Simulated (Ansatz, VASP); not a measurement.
**One calculation of Ga4Sb3P, two programs**

```
P Ga Sb
1.0
     6.15951    0.00000    0.00000
     0.00000    6.15951    0.00000
     0.00000    0.00000    6.15951
P Ga Sb
1 4 3
Direct
  0.00000 0.00000 0.00000
  0.76401 0.76401 0.76401
  0.23599 0.23599 0.76401
  0.23599 0.76401 0.23599
  0.76401 0.23599 0.23599
  0.50000 0.50000 0.00000
  0.50000 0.00000 0.50000
  0.00000 0.50000 0.50000
```

Alike in both runs: task single point; functional PBE; k mesh 4 × 4 × 4; occupations fermi-dirac, width 0.02 eV; no spin polarisation.

|  | VASP | Ansatz |
| --- | --- | --- |
| version | VASP 6.6.1 | Ansatz 0.2.0 |
| potentials or method | VASP PAW PBE potentials, release 64 (P, Ga_d, Sb) | plane waves, PAW |
| plane-wave cutoff (eV) | 520 | 420 |
| valence electrons in the cell | 72 | 102 |

|  | VASP | Ansatz | Ansatz less VASP |
| --- | --- | --- | --- |
| pressure (GPa) | -2.5 | -2.6 | -0.05 |
| rms of the force components (eV/Å) | 0.014 | 0.014 | +0.0006 |

With one functional, cell and mesh, what is left measures potentials, basis and numerics. VASP's potentials hold 72 valence electrons a cell and Ansatz's 102, so a difference there can come from the potentials and not from the codes.

Neither program's run includes spin-orbit coupling.
